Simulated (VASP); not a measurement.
# SrCdSiS4 (Ama2) in VASP: single point with LDA

Aim: the single point of SrCdSiS4 with LDA.

Everything below comes from runs of VASP 6.6.1. Logs are shortened: lines on timing, memory, paths and dates and some standing lists are left out, and cuts for length are marked.

### Step 1. The cell of the first run

It takes space group Ama2 (No. 40, orthorhombic). The conventional cell has a = 10.103 Å, b = 9.949 Å, c = 6.253 Å, α = 90.00°, β = 90.00°, γ = 90.00°. Within 3.9 Å of Sr (site symmetry 2) lie 8 S at 2.96 to 3.09 Å and 2 Si at 3.78 Å. Cd (site symmetry m) has 5 S at 2.42 to 3.31 Å and 1 Si at 3.05 Å within 3.4 Å. Si (site symmetry m) has 4 S at 2.10 to 2.14 Å within 2.8 Å. Within 2.8 Å of S (site symmetry 1) lie 1 Si at 2.13 Å and 1 Cd at 2.55 Å. Within 2.8 Å of S (site symmetry m) lie 1 Si at 2.14 Å and 1 Cd at 2.42 Å. S (site symmetry m) has 1 Si at 2.10 Å and 1 Cd at 2.59 Å within 2.8 Å.

### Step 2. Single point, LDA

File INCAR:

```
SYSTEM = SrCdSiS4
PREC = Accurate
ENCUT = 500
EDIFF = 1E-6
ISMEAR = 0
SIGMA = 0.02
LREAL = .FALSE.
LASPH = .TRUE.
NELM = 120
ALGO = Normal
ISIF = 2
LWAVE = .FALSE.
LCHARG = .TRUE.
GGA = CA
LELF = .TRUE.
LVHAR = .TRUE.
NBANDS = 63
GGA_COMPAT = .FALSE.
```

File KPOINTS:

```
Automatic mesh
0
G
  4 4 4
  0 0 0
```

File POSCAR:

```
SrCdSiS4
1.0
   10.1029251015      0.0000000000      0.0000000000
    0.0000000000      4.9745095642      3.1263670570
    0.0000000000     -4.9745095642      3.1263670570
Sr Cd Si S
2 2 2 8
Direct
    0.0000000000      0.0024452307      0.0024452307
    0.5000000000      0.0024452307      0.0024452307
    0.7500000000      0.2736964911      0.6076197452
    0.2500000000      0.6076197452      0.2736964911
    0.7500000000      0.7069294197      0.2712988897
    0.2500000000      0.2712988897      0.7069294197
    0.4197106986      0.4670319596      0.9165924133
    0.5802893014      0.9165924133      0.4670319596
    0.0802893014      0.4670319596      0.9165924133
    0.9197106986      0.9165924133      0.4670319596
    0.7500000000      0.7136656680      0.9093574614
    0.2500000000      0.9093574614      0.7136656680
    0.7500000000      0.3207305254      0.1889625925
    0.2500000000      0.1889625925      0.3207305254
```

Potentials or basis: VASP PAW LDA potentials, release 64 (Sr_sv, Cd, Si, S).

On the command line:

```sh
$ cat potpaw_LDA.64/Sr_sv/POTCAR potpaw_LDA.64/Cd/POTCAR potpaw_LDA.64/Si/POTCAR potpaw_LDA.64/S/POTCAR > POTCAR
$ mpirun -np 1 vasp_std > vasp.out
```

OUTCAR:

```text
SYSTEM = SrCdSiS4
   PREC = Accurate
   ENCUT = 500
   EDIFF = 1E-6
   ISMEAR = 0
   LREAL = .FALSE.
   LASPH = .TRUE.
   NELM = 120
   ISIF = 2
   GGA = CA

 ion  position               nearest neighbor table
   1  0.000  0.002  0.002-  11 2.96  12 2.96  13 3.05  14 3.05  10 3.07   9 3.07   9 3.09  10 3.09
                             5 3.78   6 3.78   4 4.08   3 4.08   3 4.18   4 4.18   2 5.05   2 5.05
   2  0.500  0.002  0.002-  11 2.96  12 2.96  13 3.05  14 3.05   8 3.07   7 3.07   7 3.09   8 3.09
                             5 3.78   6 3.78   4 4.08   3 4.08   3 4.18   4 4.18   1 5.05   1 5.05
   3  0.750  0.274  0.608-  11 2.42  10 2.55   8 2.55  13 2.59   5 3.05   2 4.08   1 4.08   2 4.18
                             1 4.18
   4  0.250  0.608  0.274-  12 2.42   9 2.55   7 2.55  14 2.59   6 3.05   1 4.08   2 4.08   2 4.18
                             1 4.18
   5  0.750  0.707  0.271-  13 2.10  10 2.13   8 2.13  11 2.14   3 3.05   1 3.78   2 3.78
   6  0.250  0.271  0.707-  14 2.10   9 2.13   7 2.13  12 2.14   4 3.05   1 3.78   2 3.78
   7  0.420  0.467  0.917-   6 2.13   4 2.55   2 3.07   2 3.09
   8  0.580  0.917  0.467-   5 2.13   3 2.55   2 3.07   2 3.09
   9  0.080  0.467  0.917-   6 2.13   4 2.55   1 3.07   1 3.09
  10  0.920  0.917  0.467-   5 2.13   3 2.55   1 3.07   1 3.09
  11  0.750  0.714  0.909-   5 2.14   3 2.42   1 2.96   2 2.96
  12  0.250  0.909  0.714-   6 2.14   4 2.42   1 2.96   2 2.96
  13  0.750  0.321  0.189-   5 2.10   3 2.59   1 3.05   2 3.05
  14  0.250  0.189  0.321-   6 2.10   4 2.59   1 3.05   2 3.05

  LATTYP: Found a base centered orthorhombic cell.
 ALAT       =     6.2527341140
 B/A-ratio  =     1.5911470002
 C/A-ratio  =     1.6157611882

  Lattice vectors:

 A1 = (   0.0000000000,   4.9745095642,   3.1263670570)
 A2 = (   0.0000000000,  -4.9745095642,   3.1263670570)
 A3 = (  10.1029251015,   0.0000000000,   0.0000000000)

Analysis of symmetry for initial positions (statically):
=====================================================================
 Subroutine PRICEL returns:
 Original cell was already a primitive cell.

 Routine SETGRP: Setting up the symmetry group for a
 base centered orthorhombic supercell.

 Subroutine GETGRP returns: Found  4 space group operations
 (whereof  2 operations were pure point group operations)
 out of a pool of  8 trial point group operations.

The static configuration has the point symmetry C_2 .
 The point group associated with its full space group is C_2v.

Analysis of symmetry for dynamics (positions and initial velocities):
=====================================================================
 Subroutine PRICEL returns:
 Original cell was already a primitive cell.

 Routine SETGRP: Setting up the symmetry group for a
 base centered orthorhombic supercell.

 Subroutine GETGRP returns: Found  4 space group operations
 (whereof  2 operations were pure point group operations)
 out of a pool of  8 trial point group operations.

The dynamic configuration has the point symmetry C_2 .
 The point group associated with its full space group is C_2v.

 Subroutine INISYM returns: Found  4 space group operations
 (whereof  2 operations are pure point group operations),
 and found     1 'primitive' translations

----------------------------------------------------------------------------------------

                                     Primitive cell

  volume of cell :     314.2443

  direct lattice vectors                    reciprocal lattice vectors
    10.102925102  0.000000000  0.000000000     0.098981235  0.000000000  0.000000000
     0.000000000  4.974509564  3.126367057     0.000000000  0.100512421  0.159930037
     0.000000000 -4.974509564  3.126367057     0.000000000 -0.100512421  0.159930037

  length of vectors
    10.102925102  5.875365212  5.875365212     0.098981235  0.188892466  0.188892466

  position of ions in fractional coordinates (direct lattice)
     0.000000000  0.002445231  0.002445231
     0.500000000  0.002445231  0.002445231
     0.750000000  0.273696491  0.607619745
     0.250000000  0.607619745  0.273696491
     0.750000000  0.706929420  0.271298890
     0.250000000  0.271298890  0.706929420
     0.419710699  0.467031960  0.916592413
     0.580289301  0.916592413  0.467031960
     0.080289301  0.467031960  0.916592413
     0.919710699  0.916592413  0.467031960
     0.750000000  0.713665668  0.909357461
     0.250000000  0.909357461  0.713665668
     0.750000000  0.320730525  0.188962592
     0.250000000  0.188962592  0.320730525
[... 35 lines left out ...]

  Shift w.r.t. Gamma in fractional coordinates (k-lattice)
     0.000000000  0.000000000  0.000000000

 Subroutine IBZKPT returns following result:
 ===========================================

 Found     21 irreducible k-points:

 Following reciprocal coordinates:
            Coordinates               Weight
  0.000000  0.000000  0.000000      1.000000
  0.250000  0.000000  0.000000      2.000000
  0.500000  0.000000  0.000000      1.000000
  0.000000  0.250000  0.000000      4.000000
  0.250000  0.250000  0.000000      8.000000
  0.500000  0.250000  0.000000      4.000000
[... 13 lines left out ...]
  0.250000  0.500000  0.500000      2.000000
  0.500000  0.500000  0.500000      1.000000
   k-points           NKPTS =     21   k-points in BZ     NKDIM =     21   number of bands    NBANDS=     63
   number of dos      NEDOS =    301   number of ions     NIONS =     14
   total plane-waves  NPLWV = 184320
   dimension x,y,z NGX =    80 NGY =   48 NGZ =   48
   dimension x,y,z NGXF=   160 NGYF=   96 NGZF=   96
   ions per type =               2   2   2   8
   NGX,Y,Z   is equivalent  to a cutoff of  13.16, 13.58, 13.58 a.u.
   NGXF,Y,Z  is equivalent  to a cutoff of  26.33, 27.16, 27.16 a.u.
 SYSTEM =  SrCdSiS4
   PREC   = accura    normal or accurate (medium, high low for compatibility)
   ISTART =      0    job   : 0-new  1-cont  2-samecut
   ICHARG =      2    charge: 1-file 2-atom 10-const
   ISPIN  =      1    spin polarized calculation?
   LNONCOLLINEAR =      F non collinear calculations
   LSORBIT =      F    spin-orbit coupling
   LASPH  =      T    aspherical Exc in radial PAW
   ENCUT  =  500.0 eV  36.75 Ry    6.06 a.u.  18.42 10.71 10.71*2*pi/ulx,y,z
   NELM   =    120;   NELMIN=  2; NELMDL= -5     # of ELM steps
   EDIFF  = 0.1E-05   stopping-criterion for ELM
   LREAL  =      F    real-space projection
   EDIFFG = 0.1E-04   stopping-criterion for IOM
   NSW    =      0    number of steps for IOM
   IBRION =     -1    ionic relax: 0-MD 1-quasi-New 2-CG
   NFREE  =      0    steps in history (QN), initial steepest desc. (CG)
   ISIF   =      2    stress and relaxation
   ISYM   =      2    0-nonsym 1-usesym 2-fastsym
   POTIM  = 0.5000    time-step for ionic-motion
   TEBEG  =    0.0;   TEEND  =   0.0 temperature during run
   PSTRESS=    0.0 pullay stress
   NELECT =     100.0000    total number of electrons
   NUPDOWN=      -1.0000    fix difference up-down
   EMIN   =  10.00;   EMAX   =-10.00  energy-range for DOS
   EFERMI =   0.00;   METHOD = LEGACY
   ISMEAR =     0;   SIGMA  =   0.02  broadening in eV -4-tet -1-fermi 0-gaus
   EFERMI_NEDOS =   21; number of points for ismear=-14 and -15
   IALGO  =     38    algorithm
   IMIX   =      4    mixing-type and parameters
     AMIX     =   0.40;   BMIX     =  1.00
     AMIX_MAG =   1.60;   BMIX_MAG =  1.00
  volume/ion in A,a.u.               =      22.45       151.47
  Fermi-wavevector in a.u.,A,eV,Ry     =   1.117684  2.112117 16.996637  1.249218
  Thomas-Fermi vector in A             =   2.254309
   LORBIT       =      0    0 simple, 1 ext, 2 COOP (PROOUT), +10 PAW based schemes
   GGA     = CA    functional components
   LHFCALC =     F    Hartree Fock is set to
   AEXX    =    0.0000 exact exchange contribution
   IVDW    =     0    specifies the selected vdW correction
   LEPSILON=     F    determine dielectric tensor
   LRPA    =     F    only Hartree local field effects (RPA)
 non-spin polarized calculation
 Gauss-broadening in eV      SIGMA  =   0.02
  energy-cutoff  :      500.00
  volume of cell :      314.24
 maximum number of plane-waves:      8000
 NGX is ok and might be reduce to    80
   NGX = 37   NGY = 21   NGZ = 21

 number of electron     100.0000000 magnetization

 number of electron      99.9999993 magnetization

 Free energy of the ion-electron system (eV)
  ---------------------------------------------------
  ext. energy  EPLUGINS =         0.00000000
  ---------------------------------------------------
  free energy    TOTEN  =       -72.43421406 eV

  energy without entropy =      -72.43421406  energy(sigma->0) =      -72.43421406

 E-fermi :   3.0936     XC(G=0):  -9.7248

 val. band max:        2.9151954407   @ k =   0.0000   0.5000   0.5000
 cond. band min:       5.5603628849   @ k =   0.0000   0.5000   0.0000
 fundamental gap:      2.6451674442
 Fermi energy:         3.0935630873

 k-point     1 :       0.0000    0.0000    0.0000
  band No.  band energies     occupation
      1     -30.7394      2.00000
      2     -30.7384      2.00000
      3     -13.1195      2.00000
      4     -12.9550      2.00000
      5     -12.9504      2.00000
      6     -12.9295      2.00000
[... 1354 lines left out ...]
     61       8.1541      0.00000
     62       8.1582      0.00000
 [bands above 62 left out]

------------------------ aborting loop because EDIFF is reached ----------------------------------------

  FORCE on cell =-STRESS in cart. coord.  units (eV):
  Direction    XX          YY          ZZ          XY          YZ          ZX
  --------------------------------------------------------------------------------------
  -------------------------------------------------------------------------------------
  Total        0.2691131      0.2705664      0.4730852      0.0000000      0.0000000      0.0000000
  in kB        1.3720759      1.3794854      2.4120293      0.0000000      0.0000000      0.0000000
  external PRESSURE =       1.7211969 kB  Pullay stress =       0.0000000 kB

 VOLUME and BASIS-vectors are now :
 -----------------------------------------------------------------------------
  energy-cutoff  :      500.00
  volume of cell :      314.24
      direct lattice vectors                 reciprocal lattice vectors
    10.102925102  0.000000000  0.000000000     0.098981235  0.000000000  0.000000000
     0.000000000  4.974509564  3.126367057     0.000000000  0.100512421  0.159930037
     0.000000000 -4.974509564  3.126367057     0.000000000 -0.100512421  0.159930037

 POSITION                                       TOTAL-FORCE (eV/Angst)
 -----------------------------------------------------------------------------------
      0.00000      0.00000      0.01529         0.000000      0.000000      0.005464
      5.05146      0.00000      0.01529         0.000000      0.000000      0.005464
      7.57719     -1.66110      2.75532         0.000000     -0.007106      0.002150
      2.52573      1.66110      2.75532         0.000000      0.007106      0.002150
      7.57719      2.16705      3.05830         0.000000      0.000560     -0.006471
      2.52573     -2.16705      3.05830         0.000000     -0.000560     -0.006471
      4.24031     -2.23634      4.32572         0.010310      0.022683     -0.037563
      5.86262      2.23634      4.32572        -0.010310     -0.022683     -0.037563
      0.81116     -2.23634      4.32572        -0.010310      0.022683     -0.037563
      9.29177      2.23634      4.32572         0.010310     -0.022683     -0.037563
      7.57719     -0.97347      5.07417        -0.000000     -0.004827      0.060475
      2.52573      0.97347      5.07417         0.000000      0.004827      0.060475
      7.57719      0.65548      1.59349        -0.000000      0.049745      0.013509
      2.52573     -0.65548      1.59349         0.000000     -0.049745      0.013509
 -----------------------------------------------------------------------------------
    total drift:                               -0.000000     -0.000000      0.000101

  FREE ENERGIE OF THE ION-ELECTRON SYSTEM (eV)
  ---------------------------------------------------
  free  energy   TOTEN  =       -72.4342140582 eV

  energy  without entropy=      -72.4342140582  energy(sigma->0) =      -72.43421406
```

Wall time 7.5 min (1 thread of Intel Xeon Platinum 8259CL at 2.50GHz (Skylake/Cascade Lake), shared host); peak memory 0.56 GiB.

What came out:

```yaml
Free_energy: -72.4342 eV
Pressure: 0.2 GPa
Largest_force: 0.061 eV/Å
Band_gap_on_the_k_mesh: 2.65 eV (least direct gap 2.68 eV)
```

Forces on the atoms (eV/Å):
```
Sr   0.000  0.000  0.005
Sr   0.000  0.000  0.005
Cd   0.000 -0.007  0.002
Cd   0.000  0.007  0.002
Si   0.000  0.001 -0.006
Si   0.000 -0.001 -0.006
S    0.010  0.023 -0.038
S   -0.010 -0.023 -0.038
S   -0.010  0.023 -0.038
S    0.010 -0.023 -0.038
S    0.000 -0.005  0.060
S    0.000  0.005  0.060
S    0.000  0.050  0.014
S    0.000 -0.050  0.014
```

A k mesh can miss the band edges.
